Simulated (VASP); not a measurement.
Rh:

```
CELL_PARAMETERS angstrom
2.42633 0.00000 0.00000
0.00000 2.42633 0.00000
0.00000 0.00000 2.42633
ATOMIC_POSITIONS crystal
Rh 0.00000 0.00000 0.00000
```

This isn't the form of Rh at room conditions, which is fcc.

- Program: VASP 6.6.1
- Task: relaxation of cell and atoms
- Functional: LDA
- Potentials or basis: VASP PAW LDA potentials, release 64 (Rh_sv_GW)
- Cutoff: 620 eV
- k mesh: 17 × 17 × 17
- Occupations: fermi-dirac, width 0.08 eV
- Spin: no spin polarisation

At the start: pressure 18.2 GPa; volume 14.28 Å³/atom.

Problem. How do energy, volume and symmetry change on relaxing?

Solution. Over 18 steps the energy falls by 51.0 meV/atom and the volume is 15.24 Å³/atom (+6.7 %); space group Pm-3m (No. 221, to 0.1 Å) before and after.

The path:
```tsv
step	energy change (eV)	largest force (eV/Å)	pressure (GPa)	volume (Å³)
1	0.0000	0.0000	18.21	14.28
2	0.2061	0.0000	-26.30	17.91
3	-0.0508	0.0000	-0.94	15.30
4	-0.0510	0.0000	-0.09	15.25
5	-0.0510	0.0000	0.22	15.23
6	-0.0510	0.0000	0.22	15.23
7	-0.0510	0.0000	0.20	15.23
8	-0.0510	0.0000	0.19	15.23
9	-0.0510	0.0000	0.19	15.23
10	-0.0510	0.0000	0.19	15.23
11	-0.0510	0.0000	0.19	15.23
12	-0.0510	0.0000	0.18	15.23
13	-0.0510	0.0000	0.18	15.23
14	-0.0510	0.0000	0.16	15.23
15	-0.0510	0.0000	0.13	15.23
16	-0.0510	0.0000	0.05	15.24
17	-0.0510	0.0000	-0.11	15.25
18	-0.0510	0.0000	-0.03	15.24
```

Final structure:
```
CELL_PARAMETERS angstrom
2.47931 0.00000 0.00000
0.00000 2.47931 0.00000
0.00000 0.00000 2.47931
ATOMIC_POSITIONS crystal
Rh 0.00000 0.00000 0.00000
```
